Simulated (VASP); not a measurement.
Here is a VASP 6.6.1 calculation.

INCAR

```
ALGO     = Normal         # electronic algorithm
EDIFF    = 1E-6           # SCF threshold, eV
EDIFFG   = -0.04          # ionic threshold
ENCUT    = 600            # plane-wave cutoff, eV
GGA      = PE             # functional
IBRION   = 2              # ionic algorithm
ISIF     = 3              # what is computed and relaxed
ISMEAR   = 0              # smearing method
LASPH    = T              # aspherical terms in the spheres
LCHARG   = F              # write CHGCAR
LREAL    = F              # projectors in reciprocal space
LWAVE    = F              # write WAVECAR
NELM     = 60             # most SCF steps
NSW      = 90             # ionic steps
PREC     = Accurate       # precision mode
SIGMA    = 0.1            # smearing width, eV
```

KPOINTS

```
k-points
0
Gamma
  4 4 2
```

POSCAR

```
TiSn2Te3
1.0
    4.5293177400      0.0000000000      0.0000000000
    0.0000000000      4.5293177400      0.0000000000
    0.0000000000      0.0000000000      8.9812175400
Ti Sn Te
1 2 3
Direct
    0.5000000000      0.5000000000      0.5751519100
    0.5000000000      0.0000000000      0.8689425400
    0.0000000000      0.5000000000      0.8689425400
    0.5000000000      0.5000000000      0.1293622600
    0.5000000000      0.0000000000      0.5787805200
    0.0000000000      0.5000000000      0.5787805200
```

Potentials or basis: VASP PAW PBE potentials, release 64 (Ti_sv, Sn_d, Te).

Command:

```sh
$ cat potpaw_PBE.64/Ti_sv/POTCAR potpaw_PBE.64/Sn_d/POTCAR potpaw_PBE.64/Te/POTCAR > POTCAR
$ mpirun -np 1 vasp_std > vasp.out
```

Problem. Predict the band gap on the k mesh.

Solution. Zero (bands 29 and 30 overlap by 0.80 eV).

Problem. Estimate the relaxed volume.

Solution. 35.81 Å³/atom.

Forces in eV/Å, atoms in the order of the input:
```
Ti   0.000  0.000 -0.016
Sn   0.000  0.000  0.009
Sn   0.000  0.000  0.009
Te   0.000  0.000 -0.020
Te   0.000  0.000  0.009
Te   0.000  0.000  0.009
```

Caveat: the volume moved by over 15 % at a fixed basis, so the end points are rough; spin-orbit coupling is left out, which moves the levels of the heavy elements.
